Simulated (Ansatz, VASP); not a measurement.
## BaTiO3: VASP beside Ansatz

File INCAR:

```
SYSTEM = BaTiO3
ALGO = Normal ; EDIFF = 1E-7
ENCUT = 520 ; GGA = PS
ISIF = 2 ; ISMEAR = 0
LASPH = .TRUE. ; LCHARG = .TRUE.
LELF = .TRUE. ; LREAL = .FALSE.
LVHAR = .TRUE. ; LWAVE = .FALSE.
NBANDS = 28 ; NELM = 80
PREC = Accurate ; SIGMA = 0.02
```

The input KPOINTS:

```
k-points
0
G
  8 8 8
  0 0 0
```

Contents of POSCAR:

```
BaTiO3
1.0
    3.9554885124      0.0000000000      0.0000000000
    0.0000000000      3.9554885124      0.0000000000
    0.0000000000      0.0000000000      3.8620578271
Ba Ti O
1 1 3
Direct
    0.5000000000      0.5000000000      0.5721235177
    0.0000000000      0.0000000000      0.0723061126
    0.0000000000      0.5000000000      0.0718483029
    0.5000000000      0.0000000000      0.0718483029
    0.0000000000      0.0000000000      0.5718707536
```

Input for Ansatz:

```yaml
crystal:
  lattice:
    - [3.9554885124, 0.0, 0.0]
    - [0.0, 3.9554885124, 0.0]
    - [0.0, 0.0, 3.8620578271]
  atoms:
    - { symbol: Ba, position: [0.5, 0.5, 0.5721235177] }
    - { symbol: Ti, position: [0.0, 0.0, 0.0723061126] }
    - { symbol: O, position: [0.0, 0.5, 0.0718483029] }
    - { symbol: O, position: [0.5, 0.0, 0.0718483029] }
    - { symbol: O, position: [0.0, 0.0, 0.5718707536] }
basis:
  ecutwfc: 420
kpoints:
  mp_grid: { grid: [8, 8, 8] }
  band_path: { path: [VBM, CBM], npoints: 2 }
hamiltonian:
  xc: pbesol
scf:
  occupations: { method: gaussian, width: 0.02 }
output:
  forces: true
  stress: true
  eigenvalues: true
checkpoint:
  read: start.run
  write: ck
  compress: false
  write_wavefunctions: false
  write_every: 100000
```

Alike in both runs: task single point; functional PBEsol; k mesh 8 × 8 × 8; occupations gaussian, width 0.02 eV; no spin polarisation.

|  | VASP | Ansatz |
| --- | --- | --- |
| version | VASP 6.6.1 | Ansatz 0.2.0 |
| potentials or method | VASP PAW PBE potentials, release 64 (Ba_sv, Ti_sv, O), cutoff 520 eV | scalar-relativistic, plane waves, PAW |
| valence electrons in the cell | 40 | 40 |

|  | VASP | Ansatz | Ansatz less VASP |
| --- | --- | --- | --- |
| gap on the k mesh at the Fermi level (eV) | 1.75 | 1.83 | +0.077 |
| least direct gap on the mesh (eV) | 1.83 | 1.86 | +0.032 |
| pressure (GPa) | 9.2 | 6.9 | -2.29 |
| traceless stress, the component that is largest in VASP (GPa) | 4.12 | 4.01 | -0.116 |

VASP's potentials were made for PBE, not for PBEsol. With one functional, cell and mesh, what is left measures potentials, basis and numerics.

Spin-orbit coupling is off throughout.
